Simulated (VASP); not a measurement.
# Ta2N (C2/m) in VASP: single point with PBE

Aim: the single point of Ta2N with PBE.

All numbers are computed with VASP 6.6.1; they aren't measurements. Logs are shortened: lines on timing, memory, paths and dates and some standing lists are left out, and cuts for length are marked.

### 1 The cell of the first run

It takes space group C2/m (No. 12, monoclinic). Conventional cell: a = 5.372 Å, b = 3.101 Å, c = 4.883 Å, α = 90.00°, β = 92.29°, γ = 90.00°. Ta (site symmetry m) has 3 N at 2.16 to 2.22 Å and 12 Ta at 2.96 to 3.10 Å within 3.2 Å. N (site symmetry 2/m) has 6 Ta at 2.16 to 2.22 Å within 2.9 Å.

### 2 Single point, PBE (strain +0.0400 x Voigt [0, 0, 0, 1, 0, 0])

Input file INCAR:

```
PREC     = Accurate       # precision mode
ENCUT    = 520            # plane-wave cutoff, eV
EDIFF    = 1E-6           # SCF threshold, eV
ISMEAR   = 0              # smearing method
SIGMA    = 0.15           # smearing width, eV
LREAL    = F              # projectors in reciprocal space
LASPH    = T              # aspherical terms in the spheres
NELM     = 60             # most SCF steps
ALGO     = Normal         # electronic algorithm
ISIF     = 2              # what is computed and relaxed
LWAVE    = F              # write WAVECAR
LCHARG   = F              # write CHGCAR
GGA      = PE             # functional
NBANDS   = 20             # bands
```

Input file KPOINTS:

```
regular mesh
0
Gamma
  18 18 10
```

Input file POSCAR:

```
Ta2N
1.0
    3.1011400584      0.0000000000      0.0000000000
   -1.5505700292      2.6856660713      0.0537133214
    0.0000000000      0.0976378008      4.8818900414
Ta N
2 1
Direct
    0.6666666667      0.3333333333      0.7449050326
    0.3333333333      0.6666666667      0.2550949674
    0.0000000000      0.0000000000      0.0000000000
```

Potentials or basis: VASP PAW PBE potentials, release 64 (Ta_pv, N).

Command:

```
> cat potpaw_PBE.64/Ta_pv/POTCAR potpaw_PBE.64/N/POTCAR > POTCAR
> mpirun -np 1 vasp_std > vasp.out
```

OUTCAR:

```text
PREC = Accurate
   ENCUT = 520
   EDIFF = 1E-6
   ISMEAR = 0
   LREAL = F
   LASPH = T
   NELM = 60
   ISIF = 2
   GGA = PE

 ion  position               nearest neighbor table
   1  0.667  0.333  0.745-   3 2.16   3 2.16   3 2.22   2 2.96   2 2.96   2 3.01   2 3.04   2 3.10
                             2 3.10
   2  0.333  0.667  0.255-   3 2.16   3 2.16   3 2.22   1 2.96   1 2.96   1 3.01   1 3.04   1 3.10
                             1 3.10
   3  0.000  0.000  0.000-   1 2.16   2 2.16   1 2.16   2 2.16   1 2.22   2 2.22

  LATTYP: Found a base centered monoclinic cell.
 ALAT       =     5.3724063016
 B/A-ratio  =     0.5772348338
 C/A-ratio  =     0.9088788241
 COS(beta)  =    -0.0399840064

  Lattice vectors:

 A1 = (  -1.5505700292,  -2.6856660713,  -0.0537133214)
 A2 = (   1.5505700292,  -2.6856660713,  -0.0537133214)
 A3 = (   0.0000000000,   0.0976378008,   4.8818900414)

Analysis of symmetry for initial positions (statically):
=====================================================================
 Subroutine PRICEL returns:
 Original cell was already a primitive cell.

 Routine SETGRP: Setting up the symmetry group for a
 base centered monoclinic supercell.

 Subroutine GETGRP returns: Found  4 space group operations
 (whereof  4 operations were pure point group operations)
 out of a pool of  4 trial point group operations.

The static configuration has the point symmetry C_2h.

Analysis of symmetry for dynamics (positions and initial velocities):
=====================================================================
 Subroutine PRICEL returns:
 Original cell was already a primitive cell.

 Routine SETGRP: Setting up the symmetry group for a
 base centered monoclinic supercell.

 Subroutine GETGRP returns: Found  4 space group operations
 (whereof  4 operations were pure point group operations)
 out of a pool of  4 trial point group operations.

The dynamic configuration has the point symmetry C_2h.

 Subroutine INISYM returns: Found  4 space group operations
 (whereof  4 operations are pure point group operations),
 and found     1 'primitive' translations

----------------------------------------------------------------------------------------

                                     Primitive cell

  volume of cell :      40.6432

  direct lattice vectors                    reciprocal lattice vectors
     3.101140058  0.000000000  0.000000000     0.322462056  0.186248054 -0.003724961
    -1.550570029  2.685666071  0.053713321     0.000000000  0.372496108 -0.007449922
     0.000000000  0.097637801  4.881890041     0.000000000 -0.004098413  0.204920666
[... 86 lines left out ...]
   EDIFF  = 0.1E-05   stopping-criterion for ELM
   LREAL  =      F    real-space projection
   EDIFFG = 0.1E-04   stopping-criterion for IOM
   NSW    =      0    number of steps for IOM
   IBRION =     -1    ionic relax: 0-MD 1-quasi-New 2-CG
   NFREE  =      0    steps in history (QN), initial steepest desc. (CG)
   ISIF   =      2    stress and relaxation
   ISYM   =      2    0-nonsym 1-usesym 2-fastsym
   POTIM  = 0.5000    time-step for ionic-motion
   TEBEG  =    0.0;   TEEND  =   0.0 temperature during run
   PSTRESS=    0.0 pullay stress
   NELECT =      27.0000    total number of electrons
   NUPDOWN=      -1.0000    fix difference up-down
   EMIN   =  10.00;   EMAX   =-10.00  energy-range for DOS
   EFERMI =   0.00;   METHOD = LEGACY
   ISMEAR =     0;   SIGMA  =   0.15  broadening in eV -4-tet -1-fermi 0-gaus
   EFERMI_NEDOS =   21; number of points for ismear=-14 and -15
   IALGO  =     38    algorithm
   IMIX   =      4    mixing-type and parameters
     AMIX     =   0.40;   BMIX     =  1.00
     AMIX_MAG =   1.60;   BMIX_MAG =  1.00
  volume/ion in A,a.u.               =      13.55        91.42
  Fermi-wavevector in a.u.,A,eV,Ry     =   1.428456  2.699390 27.762506  2.040487
  Thomas-Fermi vector in A             =   2.548516
   LORBIT       =      0    0 simple, 1 ext, 2 COOP (PROOUT), +10 PAW based schemes
   GGA     = PE    functional components
   LHFCALC =     F    Hartree Fock is set to
   AEXX    =    0.0000 exact exchange contribution
   IVDW    =     0    specifies the selected vdW correction
   LEPSILON=     F    determine dielectric tensor
   LRPA    =     F    only Hartree local field effects (RPA)
 non-spin polarized calculation
 Gauss-broadening in eV      SIGMA  =   0.15
  energy-cutoff  :      520.00
  volume of cell :       40.64
 maximum number of plane-waves:      1111
   NGX = 11   NGY = 11   NGZ = 19

 number of electron      26.9999999 magnetization

 Free energy of the ion-electron system (eV)
  ---------------------------------------------------
  ext. energy  EPLUGINS =         0.00000000
  ---------------------------------------------------
  free energy    TOTEN  =       -34.36133348 eV

  energy without entropy =      -34.34789885  energy(sigma->0) =      -34.35461616

 E-fermi :   7.5094     XC(G=0): -12.8750

 val. band max:        7.5075657569   @ k =   0.3333  -0.4444   0.2000
 cond. band min:       7.5108127287   @ k =   0.1667   0.0000   0.3000
 fundamental gap:      0.0032469718
 Fermi energy:         7.5094065910

 k-point     1 :       0.0000    0.0000    0.0000
  band No.  band energies     occupation
      1     -28.1748      2.00000
      2     -27.4389      2.00000
      3     -27.4355      2.00000
      4     -27.3214      2.00000
      5     -27.3131      2.00000
      6     -27.1999      2.00000
[... 541 lines left out ...]
     19      11.9029      0.00000
     20      12.2814      0.00000

 [... further k-points ...]

------------------------ aborting loop because EDIFF is reached ----------------------------------------

  FORCE on cell =-STRESS in cart. coord.  units (eV):
  Direction    XX          YY          ZZ          XY          YZ          ZX
  --------------------------------------------------------------------------------------
  -------------------------------------------------------------------------------------
  Total        0.6815998     -0.2906074      0.3074972      0.0000000     -1.4546038      0.0000000
  in kB       26.8690575    -11.4559104     12.1217153      0.0000000    -57.3413174      0.0000000
  external PRESSURE =       9.1782875 kB  Pullay stress =       0.0000000 kB

 VOLUME and BASIS-vectors are now :
 -----------------------------------------------------------------------------
  energy-cutoff  :      520.00
  volume of cell :       40.64
      direct lattice vectors                 reciprocal lattice vectors
     3.101140058  0.000000000  0.000000000     0.322462056  0.186248054 -0.003724961
    -1.550570029  2.685666071  0.053713321     0.000000000  0.372496108 -0.007449922
     0.000000000  0.097637801  4.881890041     0.000000000 -0.004098413  0.204920666

 POSITION                                       TOTAL-FORCE (eV/Angst)
 -----------------------------------------------------------------------------------
      1.55057      0.96795      3.65445         0.000000      0.184217     -0.063695
     -0.00000      1.81535      1.28115        -0.000000     -0.184217      0.063695
      0.00000      0.00000      0.00000         0.000000     -0.000000      0.000000
 -----------------------------------------------------------------------------------
    total drift:                                0.000000     -0.000000      0.000000

  FREE ENERGIE OF THE ION-ELECTRON SYSTEM (eV)
  ---------------------------------------------------
  free  energy   TOTEN  =       -34.3613334834 eV

  energy  without entropy=      -34.3478988457  energy(sigma->0) =      -34.35461616
```

OSZICAR:

```text
N       E                     dE             d eps       ncg     rms          rms(c)
DAV:   1     0.213022758099E+03    0.21302E+03   -0.15013E+04 34656   0.139E+03
DAV:   2    -0.280922115503E+02   -0.24111E+03   -0.23482E+03 39216   0.397E+02
DAV:   3    -0.375150631670E+02   -0.94229E+01   -0.92449E+01 43940   0.708E+01
DAV:   4    -0.376440435065E+02   -0.12898E+00   -0.12811E+00 42464   0.780E+00
DAV:   5    -0.376455046753E+02   -0.14612E-02   -0.14594E-02 43024   0.679E-01    0.266E+01
DAV:   6    -0.347367211134E+02    0.29088E+01   -0.16295E+01 45176   0.252E+01    0.125E+01
DAV:   7    -0.344210762904E+02    0.31564E+00   -0.17286E+00 39468   0.842E+00    0.681E+00
DAV:   8    -0.343662374112E+02    0.54839E-01   -0.29033E-01 40448   0.412E+00    0.443E-01
DAV:   9    -0.343617601078E+02    0.44773E-02   -0.31555E-02 43652   0.110E+00    0.259E-01
DAV:  10    -0.343614785822E+02    0.28153E-03   -0.53308E-03 43860   0.566E-01    0.799E-02
DAV:  11    -0.343613575816E+02    0.12100E-03   -0.13105E-03 40660   0.214E-01    0.380E-02
DAV:  12    -0.343613336308E+02    0.23951E-04   -0.13469E-04 39804   0.778E-02    0.718E-03
DAV:  13    -0.343613340999E+02   -0.46916E-06   -0.14184E-05 42524   0.229E-02    0.415E-03
DAV:  14    -0.343613334834E+02    0.61655E-06   -0.15738E-06 26188   0.914E-03
   1 F= -.34361333E+02 E0= -.34354616E+02  d E =-.134346E-01
```

It took 4.8 min on 1 thread of Intel Xeon Platinum 8488C (Sapphire Rapids), shared host; peak memory 0.67 GiB.

Results:

```
Free energy            : -34.3613 eV
Pressure               : 0.9 GPa
Largest force          : 0.195 eV/Å
Band gap on the k mesh : zero (an odd number of electrons rules out a gap without spin polarisation)
```

Forces in eV/Å, atoms in the order of the input:
```
Ta   0.000  0.184 -0.064
Ta   0.000 -0.184  0.064
N    0.000  0.000  0.000
```

Caveat: the cell differs from its parent crystal (strain +0.0400 x Voigt [0, 0, 0, 1, 0, 0]); spin-orbit coupling is left out, which moves the levels of the heavy elements.
